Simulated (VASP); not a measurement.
# CdSe (F-43m) in VASP: settings compared, part 2 of 2

VASP 6.6.1.

## Step 5: Single point, PBE

This run uses another cell than the first one, of 28.87 Å³/atom.

File INCAR:

```
SYSTEM = CdSe
ALGO = Normal
EDIFF = 1E-6
ENCUT = 520
GGA = PE
ISIF = 2
ISMEAR = -1
LASPH = .TRUE.
LCHARG = .FALSE.
LREAL = .FALSE.
LWAVE = .FALSE.
NBANDS = 16
NELM = 60
PREC = Accurate
SIGMA = 0.02
```

File KPOINTS:

```
k-points
0
G
  8 8 8
  0 0 0
```

File POSCAR:

```
CdSe
1.0
    0.0000000000      3.0678016992      3.0678016992
    3.0678016992      0.0000000000      3.0678016992
    3.0678016992      3.0678016992      0.0000000000
Cd Se
1 1
Direct
    0.0000000000      0.0000000000      0.0000000000
    0.7500000000      0.7500000000      0.7500000000
```

Potentials or basis: VASP PAW PBE potentials, release 64 (Cd, Se).

Launch:

```console
> cat potpaw_PBE.64/Cd/POTCAR potpaw_PBE.64/Se/POTCAR > POTCAR
> mpirun -np 1 vasp_std > vasp.out
```

OUTCAR:

```text
SYSTEM = CdSe
   EDIFF = 1E-6
   ENCUT = 520
   GGA = PE
   ISIF = 2
   ISMEAR = -1
   LASPH = .TRUE.
   LREAL = .FALSE.
   NELM = 60
   PREC = Accurate

 ion  position               nearest neighbor table
   1  0.000  0.000  0.000-   2 2.66   2 2.66   2 2.66   2 2.66
   2  0.750  0.750  0.750-   1 2.66   1 2.66   1 2.66   1 2.66

  LATTYP: Found a face centered cubic cell.
 ALAT       =     6.1356033984

  Lattice vectors:

 A1 = (   0.0000000000,   3.0678016992,   3.0678016992)
 A2 = (   3.0678016992,   0.0000000000,   3.0678016992)
 A3 = (   3.0678016992,   3.0678016992,   0.0000000000)

Analysis of symmetry for initial positions (statically):
=====================================================================
 Subroutine PRICEL returns:
 Original cell was already a primitive cell.

 Routine SETGRP: Setting up the symmetry group for a
 face centered cubic supercell.

 Subroutine GETGRP returns: Found 24 space group operations
 (whereof 24 operations were pure point group operations)
 out of a pool of 48 trial point group operations.

The static configuration has the point symmetry T_d .

Analysis of symmetry for dynamics (positions and initial velocities):
[... 153 lines left out ...]
  ---------------------------------------------------
  free energy    TOTEN  =        -5.48904196 eV

  energy without entropy =       -5.48904195  energy(sigma->0) =       -5.48904196

 E-fermi :   1.0257     XC(G=0):  -8.7674

 val. band max:        0.7373546727   @ k =   0.0000   0.0000   0.0000
 cond. band min:       1.2918017325   @ k =   0.0000   0.0000   0.0000
 fundamental gap:      0.5544470598
 Fermi energy:         1.0256899729

 k-point     1 :       0.0000    0.0000    0.0000
  band No.  band energies     occupation
      1     -11.7127      2.00000
      2      -7.1122      2.00000
      3      -7.1122      2.00000
      4      -7.1122      2.00000
      5      -6.7653      2.00000
      6      -6.7653      2.00000
[... 433 lines left out ...]
      3      -6.9683      2.00000
      4      -6.7827      2.00000
      5      -6.7499      2.00000
      6      -6.4088      2.00000
[... 8 lines left out ...]
     15      12.3429      0.00000
     16      13.2820      0.00000

 [... further k-points ...]
[... 5 lines left out ...]
  --------------------------------------------------------------------------------------
  -------------------------------------------------------------------------------------
  Total        0.6115115      0.6115115      0.6115115     -0.0000000      0.0000000     -0.0000000
  in kB       16.9669327     16.9669327     16.9669327     -0.0000000      0.0000000     -0.0000000
  external PRESSURE =      16.9669327 kB  Pullay stress =       0.0000000 kB

 VOLUME and BASIS-vectors are now :
 -----------------------------------------------------------------------------
  energy-cutoff  :      520.00
  volume of cell :       57.74
      direct lattice vectors                 reciprocal lattice vectors
     0.000000000  3.067801699  3.067801699    -0.162983155  0.162983155  0.162983155
     3.067801699  0.000000000  3.067801699     0.162983155 -0.162983155  0.162983155
     3.067801699  3.067801699  0.000000000     0.162983155  0.162983155 -0.162983155

 POSITION                                       TOTAL-FORCE (eV/Angst)
 -----------------------------------------------------------------------------------
      0.00000      0.00000      0.00000        -0.000000     -0.000000     -0.000000
      4.60170      4.60170      4.60170         0.000000      0.000000      0.000000
 -----------------------------------------------------------------------------------
    total drift:                                0.000000      0.000000      0.000000

  FREE ENERGIE OF THE ION-ELECTRON SYSTEM (eV)
  ---------------------------------------------------
  free  energy   TOTEN  =        -5.4890419572 eV

  energy  without entropy=       -5.4890419533  energy(sigma->0) =       -5.48904196
```

OSZICAR:

```text
N       E                     dE             d eps       ncg     rms          rms(c)
DAV:   1     0.104644859259E+03    0.10464E+03   -0.87817E+03   952   0.100E+03
DAV:   2    -0.185844847689E+01   -0.10650E+03   -0.10110E+03  1144   0.246E+02
DAV:   3    -0.585063864303E+01   -0.39922E+01   -0.39865E+01  1120   0.491E+01
DAV:   4    -0.586784705931E+01   -0.17208E-01   -0.17208E-01  1176   0.326E+00
DAV:   5    -0.586795584957E+01   -0.10879E-03   -0.10879E-03  1152   0.226E-01    0.589E+00
DAV:   6    -0.550920256794E+01    0.35875E+00   -0.54729E-01  1336   0.868E+00    0.470E+00
DAV:   7    -0.548780817019E+01    0.21394E-01   -0.14105E-01  1088   0.249E+00    0.204E+00
DAV:   8    -0.548872883615E+01   -0.92067E-03   -0.13039E-02  1056   0.137E+00    0.246E-01
DAV:   9    -0.548892426436E+01   -0.19543E-03   -0.13831E-03  1096   0.472E-01    0.464E-02
DAV:  10    -0.548899239707E+01   -0.68133E-04   -0.15325E-04  1208   0.153E-01    0.434E-02
DAV:  11    -0.548904217204E+01   -0.49775E-04   -0.81509E-05  1128   0.568E-02    0.166E-02
DAV:  12    -0.548904195717E+01    0.21487E-06   -0.18098E-06  1000   0.160E-02
   1 F= -.54890420E+01 E0= -.54890420E+01  d E =-.388202E-08
```

Run time: 32 s. Hardware: 1 thread of Intel Xeon 8259CL, shared host; peak memory 0.18 GiB.

What came out:

```
Free energy            : -5.4890 eV
Pressure               : 1.7 GPa
Band gap on the k mesh : 0.55 eV
```

## Step 6: Overview

| level | potentials or basis | cell | k mesh | gap on the mesh (eV) | pressure (GPa) |
| --- | --- | --- | --- | --- | --- |
| PBEsol | VASP PAW PBE potentials, release 64 (Cd, Se) | a = 4.301 Å, angles 60.0°, 2 atoms | 6 × 6 × 6 | 0.48 | 0.3 |
| LDA | VASP PAW LDA potentials, release 64 (Cd, Se) | a = 4.249 Å, angles 60.0°, 2 atoms | 6 × 6 × 6 | 0.43 | 0.5 |
| r2SCAN | VASP PAW PBE potentials, release 64 (Cd, Se) | a = 4.339 Å, angles 60.0°, 2 atoms | 6 × 6 × 6 | 1.03 | 0.2 |
| PBE | VASP PAW PBE potentials, release 64 (Cd, Se) | a = 4.339 Å, angles 60.0°, 2 atoms | 8 × 8 × 8 | 0.55 | 1.7 |

Alike in all rows: task single point; no spin polarisation; cutoff (eV) 520; smearing fermi-dirac 0.02 eV.

Caveats: the PAW data sets were made with another functional, which shifts forces and pressure a little (at least some runs).

Total energies depend on the potentials used, so only differences within one code and one set of settings carry meaning.
